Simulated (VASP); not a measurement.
# LiTmH4 (P4/mmm) in VASP: relaxation of cell and atoms with PBE

Aim: the relaxation of cell and atoms of LiTmH4 with PBE.

Program: VASP 6.6.1. These are calculated values, not measurements. Logs are shortened: lines on timing, memory, paths and dates and some standing lists are left out, and cuts for length are marked.

## Step 1: The cell of the first run

Symmetry: P4/mmm, No. 123, tetragonal system. The conventional cell has a = 3.533 Å, b = 3.533 Å, c = 4.970 Å, α = 90.00°, β = 90.00°, γ = 90.00°. Within 2.9 Å of Li (site symmetry 4/mmm) lie 8 H at 2.16 Å. Tm (site symmetry 4/mmm) has 8 H at 2.15 Å within 2.9 Å. H (site symmetry 2mm) has 2 Tm at 2.15 Å and 2 Li at 2.16 Å and 6 H at 2.47 to 2.50 Å within 2.9 Å.

The cell was generated, and may not be a known phase.

## Step 2: Relaxation of cell and atoms, PBE

INCAR

```
SYSTEM = LiTmH4
PREC = Accurate
ENCUT = 750
EDIFF = 1E-7
ISMEAR = 0
SIGMA = 0.1
LREAL = .FALSE.
LASPH = .TRUE.
NELM = 200
ALGO = Normal
ISIF = 3
LWAVE = .FALSE.
LCHARG = .FALSE.
GGA = PE
IBRION = 2
NSW = 100
EDIFFG = -0.01
GGA_COMPAT = .FALSE.
NELMIN = 4
LMAXMIX = 6
```

KPOINTS

```
Automatic mesh
0
G
  10 10 6
  0 0 0
```

POSCAR

```
LiTmH4
1.0
    3.5325900358      0.0000000000      0.0000000000
    0.0000000000      3.5325900358      0.0000000000
    0.0000000000      0.0000000000      4.9703349213
Li Tm H
1 1 4
Direct
    0.0000000000      0.0000000000      0.0000000000
    0.5000000000      0.5000000000      0.5000000000
    0.5000000000      0.0000000000      0.7483274646
    0.0000000000      0.5000000000      0.2516725354
    0.5000000000      0.0000000000      0.2516725354
    0.0000000000      0.5000000000      0.7483274646
```

Potentials or basis: VASP PAW PBE potentials, release 64 (Li_sv, Tm_3, H), 4f in core.

Command:

```bash
$ cat potpaw_PBE.64/Li_sv/POTCAR potpaw_PBE.64/Tm_3/POTCAR potpaw_PBE.64/H/POTCAR > POTCAR
$ mpirun -np 1 vasp_std > vasp.out
```

OUTCAR:

```text
SYSTEM = LiTmH4
   PREC = Accurate
   ENCUT = 750
   EDIFF = 1E-7
   ISMEAR = 0
   LREAL = .FALSE.
   LASPH = .TRUE.
   NELM = 200
   ISIF = 3
   GGA = PE
   IBRION = 2
   NSW = 100
   EDIFFG = -0.01
   NELMIN = 4

 ion  position               nearest neighbor table
   1  0.000  0.000  0.000-
   2  0.500  0.500  0.500-   3 2.15   4 2.15   5 2.15   6 2.15   3 2.15   5 2.15   4 2.15   6 2.15

   3  0.500  0.000  0.748-   2 2.15   2 2.15
   4  0.000  0.500  0.252-   2 2.15   2 2.15
   5  0.500  0.000  0.252-   2 2.15   2 2.15
   6  0.000  0.500  0.748-   2 2.15   2 2.15

  LATTYP: Found a simple tetragonal cell.
 ALAT       =     3.5325900358
 C/A-ratio  =     1.4069945482

  Lattice vectors:

 A1 = (   3.5325900358,   0.0000000000,   0.0000000000)
 A2 = (   0.0000000000,   3.5325900358,   0.0000000000)
 A3 = (   0.0000000000,   0.0000000000,   4.9703349213)

Analysis of symmetry for initial positions (statically):
=====================================================================
 Subroutine PRICEL returns:
 Original cell was already a primitive cell.

 Routine SETGRP: Setting up the symmetry group for a
 simple tetragonal supercell.

 Subroutine GETGRP returns: Found 16 space group operations
 (whereof 16 operations were pure point group operations)
 out of a pool of 16 trial point group operations.

The static configuration has the point symmetry D_4h.

Analysis of symmetry for dynamics (positions and initial velocities):
=====================================================================
 Subroutine PRICEL returns:
 Original cell was already a primitive cell.

 Routine SETGRP: Setting up the symmetry group for a
 simple tetragonal supercell.

 Subroutine GETGRP returns: Found 16 space group operations
 (whereof 16 operations were pure point group operations)
 out of a pool of 16 trial point group operations.

The dynamic configuration has the point symmetry D_4h.

 Subroutine INISYM returns: Found 16 space group operations
 (whereof 16 operations are pure point group operations),
 and found     1 'primitive' translations

----------------------------------------------------------------------------------------

                                     Primitive cell

  volume of cell :      62.0258

  direct lattice vectors                    reciprocal lattice vectors
     3.532590036  0.000000000  0.000000000     0.283078418  0.000000000  0.000000000
     0.000000000  3.532590036  0.000000000     0.000000000  0.283078418  0.000000000
     0.000000000  0.000000000  4.970334921     0.000000000  0.000000000  0.201193685

  length of vectors
     3.532590036  3.532590036  4.970334921     0.283078418  0.283078418  0.201193685

  position of ions in fractional coordinates (direct lattice)
     0.000000000  0.000000000  0.000000000
     0.500000000  0.500000000  0.500000000
     0.500000000  0.000000000  0.748327465
     0.000000000  0.500000000  0.251672535
     0.500000000  0.000000000  0.251672535
     0.000000000  0.500000000  0.748327465

  ion indices of the primitive-cell ions
   primitive index   ion index
                 1           1
                 2           2
                 3           3
                 4           4
                 5           5
                 6           6

----------------------------------------------------------------------------------------

 KPOINTS: Automatic mesh

Automatic generation of k-mesh.
 Grid dimensions read from file:
 generate k-points for:   10   10    6

 Generating k-lattice:

  Cartesian coordinates                     Fractional coordinates (reciprocal lattice)
     0.028307842  0.000000000  0.000000000     0.100000000  0.000000000  0.000000000
     0.000000000  0.028307842  0.000000000     0.000000000  0.100000000  0.000000000
     0.000000000  0.000000000  0.033532281     0.000000000  0.000000000  0.166666667

  Length of vectors
     0.028307842  0.028307842  0.033532281

  Shift w.r.t. Gamma in fractional coordinates (k-lattice)
     0.000000000  0.000000000  0.000000000

 Subroutine IBZKPT returns following result:
 ===========================================

 Found     84 irreducible k-points:

 Following reciprocal coordinates:
            Coordinates               Weight
  0.000000  0.000000  0.000000      1.000000
  0.100000  0.000000  0.000000      4.000000
  0.200000  0.000000  0.000000      4.000000
  0.300000  0.000000  0.000000      4.000000
  0.400000  0.000000  0.000000      4.000000
  0.500000  0.000000  0.000000      2.000000
[... 16 lines left out ...]
  0.100000  0.000000  0.166667      8.000000
  0.200000  0.000000  0.166667      8.000000
 [... further k-points ...]
   k-points           NKPTS =     84   k-points in BZ     NKDIM =     84   number of bands    NBANDS=     12
   number of dos      NEDOS =    301   number of ions     NIONS =      6
   total plane-waves  NPLWV =  49152
   dimension x,y,z NGX =    32 NGY =   32 NGZ =   48
   dimension x,y,z NGXF=    64 NGYF=   64 NGZF=   96
   ions per type =               1   1   4
   NGX,Y,Z   is equivalent  to a cutoff of  15.06, 15.06, 16.05 a.u.
   NGXF,Y,Z  is equivalent  to a cutoff of  30.12, 30.12, 32.11 a.u.
 SYSTEM =  LiTmH4
   PREC   = accura    normal or accurate (medium, high low for compatibility)
   ISTART =      0    job   : 0-new  1-cont  2-samecut
   ICHARG =      2    charge: 1-file 2-atom 10-const
   ISPIN  =      1    spin polarized calculation?
   LNONCOLLINEAR =      F non collinear calculations
   LSORBIT =      F    spin-orbit coupling
   LASPH  =      T    aspherical Exc in radial PAW
   ENCUT  =  750.0 eV  55.12 Ry    7.42 a.u.   7.89  7.89 11.10*2*pi/ulx,y,z
   NELM   =    200;   NELMIN=  4; NELMDL= -5     # of ELM steps
   EDIFF  = 0.1E-06   stopping-criterion for ELM
   LREAL  =      F    real-space projection
   EDIFFG = -.1E-01   stopping-criterion for IOM
   NSW    =    100    number of steps for IOM
   IBRION =      2    ionic relax: 0-MD 1-quasi-New 2-CG
   NFREE  =      1    steps in history (QN), initial steepest desc. (CG)
   ISIF   =      3    stress and relaxation
   ISYM   =      2    0-nonsym 1-usesym 2-fastsym
   POTIM  = 0.5000    time-step for ionic-motion
   TEBEG  =    0.0;   TEEND  =   0.0 temperature during run
   PSTRESS=    0.0 pullay stress
   NELECT =      16.0000    total number of electrons
   NUPDOWN=      -1.0000    fix difference up-down
   EMIN   =  10.00;   EMAX   =-10.00  energy-range for DOS
   EFERMI =   0.00;   METHOD = LEGACY
   ISMEAR =     0;   SIGMA  =   0.10  broadening in eV -4-tet -1-fermi 0-gaus
   EFERMI_NEDOS =   21; number of points for ismear=-14 and -15
   IALGO  =     38    algorithm
   IMIX   =      4    mixing-type and parameters
     AMIX     =   0.40;   BMIX     =  1.00
     AMIX_MAG =   1.60;   BMIX_MAG =  1.00
  volume/ion in A,a.u.               =      10.34        69.76
  Fermi-wavevector in a.u.,A,eV,Ry     =   1.042135  1.969350 14.776553  1.086046
  Thomas-Fermi vector in A             =   2.176787
   LORBIT       =      0    0 simple, 1 ext, 2 COOP (PROOUT), +10 PAW based schemes
   GGA     = PE    functional components
   LHFCALC =     F    Hartree Fock is set to
   AEXX    =    0.0000 exact exchange contribution
   IVDW    =     0    specifies the selected vdW correction
   LEPSILON=     F    determine dielectric tensor
   LRPA    =     F    only Hartree local field effects (RPA)
 conjugate gradient relaxation of ions
 non-spin polarized calculation
 Gauss-broadening in eV      SIGMA  =   0.10
  energy-cutoff  :      750.00
  volume of cell :       62.03
 maximum number of plane-waves:      2916
 NGX is ok and might be reduce to    32
   NGX = 15   NGY = 15   NGZ = 23

--------------------------------------- Ionic step        1  -------------------------------------------

 number of electron      15.9999993 magnetization

 Free energy of the ion-electron system (eV)
  ---------------------------------------------------
  ext. energy  EPLUGINS =         0.00000000
  ---------------------------------------------------
  free energy    TOTEN  =       -22.20251009 eV

  energy without entropy =      -22.19945300  energy(sigma->0) =      -22.20098154

------------------------ aborting loop because EDIFF is reached ----------------------------------------

  FORCE on cell =-STRESS in cart. coord.  units (eV):
  Direction    XX          YY          ZZ          XY          YZ          ZX
  --------------------------------------------------------------------------------------
  -------------------------------------------------------------------------------------
  Total        0.5286479      0.5286479     -0.1952692      0.0000000      0.0000000      0.0000000
  in kB       13.6554165     13.6554165     -5.0439674      0.0000000      0.0000000      0.0000000
  external PRESSURE =       7.4222885 kB  Pullay stress =       0.0000000 kB
[... 265 lines left out ...]
  energy  without entropy=      -22.2053176910  energy(sigma->0) =      -22.20689947

--------------------------------------- Ionic step        8  -------------------------------------------

 number of electron      15.9999994 magnetization

 Free energy of the ion-electron system (eV)
  ---------------------------------------------------
  ext. energy  EPLUGINS =         0.00000000
  ---------------------------------------------------
  free energy    TOTEN  =       -22.20851160 eV

  energy without entropy =      -22.20534562  energy(sigma->0) =      -22.20692861

 E-fermi :   1.0871     XC(G=0):  -8.8404

 val. band max:        1.0535766297   @ k =   0.5000   0.4000   0.3333
 cond. band min:       1.0908665884   @ k =   0.1000   0.1000   0.1667
 fundamental gap:      0.0372899587
 Fermi energy:         1.0870892730

 k-point     1 :       0.0000    0.0000    0.0000
  band No.  band energies     occupation
      1     -44.6010      2.00000
      2     -23.8245      2.00000
      3     -23.5966      2.00000
      4     -23.5966      2.00000
      5      -6.1254      2.00000
      6      -2.0985      2.00000
      7      -1.9647      2.00000
      8       1.4266      0.00000
      9       2.2159      0.00000
     10       4.9833      0.00000
     11       4.9833      0.00000
     12       6.7931      0.00000
[... 331 lines left out ...]
 k-point    24 :       0.2000    0.0000    0.1667
  band No.  band energies     occupation
      1     -44.6006      2.00000
      2     -23.8113      2.00000
      3     -23.6996      2.00000
      4     -23.5893      2.00000
      5      -5.4845      2.00000
      6      -2.4068      2.00000
      7      -1.9970      2.00000
      8       0.6393      2.00000
      9       2.3379      0.00000
     10       4.9423      0.00000
     11       5.6822      0.00000
     12       6.1613      0.00000

 [... further k-points ...]
[... 5 lines left out ...]
  --------------------------------------------------------------------------------------
  -------------------------------------------------------------------------------------
  Total       -0.0000088     -0.0000088     -0.0066486      0.0000000     -0.0000000      0.0000000
  in kB       -0.0002247     -0.0002247     -0.1700054      0.0000000     -0.0000000      0.0000000
  external PRESSURE =      -0.0568183 kB  Pullay stress =       0.0000000 kB
[... 21 lines left out ...]
  FREE ENERGIE OF THE ION-ELECTRON SYSTEM (eV)
  ---------------------------------------------------
  free  energy   TOTEN  =       -22.2085115966 eV

  energy  without entropy=      -22.2053456211  energy(sigma->0) =      -22.20692861

 reached required accuracy - stopping structural energy minimisation
```

Run time: 3.3 min. Hardware: 1 thread of Intel Xeon 6975P-C (Granite Rapids), shared host; peak memory 0.31 GiB.

Results:

| Property | Result |
| --- | --- |
| Free energy | -22.2085 eV |
| Relaxed volume | 10.44 Å³/atom |
| Relaxed cell | a = 3.566 Å, b = 3.566 Å, c = 4.928 Å, α = 90.00°, β = 90.00°, γ = 90.00° |
| Space group after relaxing (to 0.1 Å) | P4/mmm (No. 123) |
| Energy gained by relaxing | 1.0 meV/atom |
| Ionic steps | 8 |
| Pressure after relaxing | 0.0 GPa |
| Largest force after relaxing | 0.008 eV/Å |
| Band gap on the k mesh | zero (bands 8 and 9 overlap by 1.20 eV) |

Forces on the atoms (eV/Å):
```
Li   0.000  0.000  0.000
Tm   0.000  0.000  0.000
H    0.000  0.000  0.008
H    0.000  0.000 -0.008
H    0.000  0.000 -0.008
H    0.000  0.000  0.008
```

The path:
```csv
step,energy change (eV),largest force (eV/Å),pressure (GPa),volume (Å³)
1,0.0000,0.0272,0.74,62.03
2,-0.0038,0.0099,0.28,62.46
3,-0.0054,0.0098,-0.25,62.97
4,-0.0058,0.0004,-0.13,62.83
5,-0.0060,0.0121,0.01,62.67
6,-0.0060,0.0102,-0.03,62.69
7,-0.0060,0.0106,-0.02,62.69
8,-0.0060,0.0080,-0.01,62.66
```

Final structure:
```yaml
crystal:
  lattice:
    - [3.56587, 0.00000, 0.00000]
    - [0.00000, 3.56587, 0.00000]
    - [0.00000, 0.00000, 4.92770]
  atoms:
    - { symbol: Li, position: [0.00000, 0.00000, 0.00000] }
    - { symbol: Tm, position: [0.50000, 0.50000, 0.50000] }
    - { symbol: H, position: [0.50000, 0.00000, 0.74887] }
    - { symbol: H, position: [0.00000, 0.50000, 0.25113] }
    - { symbol: H, position: [0.50000, 0.00000, 0.25113] }
    - { symbol: H, position: [0.00000, 0.50000, 0.74887] }
```

Caveat: spin-orbit coupling is left out, which moves the levels of the heavy elements; the 4f electrons are frozen in the core, so they carry no moment and show no levels. Spin polarisation is off, so any magnetic state and its effect on volume and gap are missing.

The gap in the log of VASP goes by the Fermi energy; the results here count the filled bands.